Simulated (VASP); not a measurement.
Here is a VASP 6.6.1 calculation.

INCAR

```
PREC = Accurate ; ENCUT = 520
EDIFF = 1E-6 ; ISMEAR = 1
SIGMA = 0.1 ; LREAL = F
LASPH = T ; NELM = 100
ALGO = Normal ; ISIF = 2
LWAVE = F ; LCHARG = F
GGA = PS ; NBANDS = 11
```

KPOINTS

```
Automatic mesh
0
Gamma
  4 4 2
```

File POSCAR:

```
C
1.0
    2.4564550000      0.0000000000      0.0000000000
    1.2281172243      2.1274160971      0.0000000000
   -1.1942913315     -0.6895656941      3.5028296911
C
2
Direct
    0.8333560000      0.8333560000      0.0000930000
    0.1666440000      0.1666440000      0.9999070000
```

Potentials or basis: VASP PAW PBE potentials, release 64 (C).

The run is started by

```bash
$ cat potpaw_PBE.64/C/POTCAR > POTCAR
$ mpirun -np 1 vasp_std > vasp.out
```

(1) Predict the band gap on the k mesh.

(2) Predict the pressure.

(3) Estimate the largest force.

## Answers

(1) 3.39 eV, indirect (least direct gap 3.99 eV).

(2) 1.3 GPa.

(3) 0.020 eV/Å.

Caveat: the k points lie up to 0.90 Å⁻¹ apart; the PAW data sets were made with another functional, which shifts forces and pressure a little; this functional lacks dispersion, which binds the layers, so the pressure and a relaxed spacing across them are unreliable.
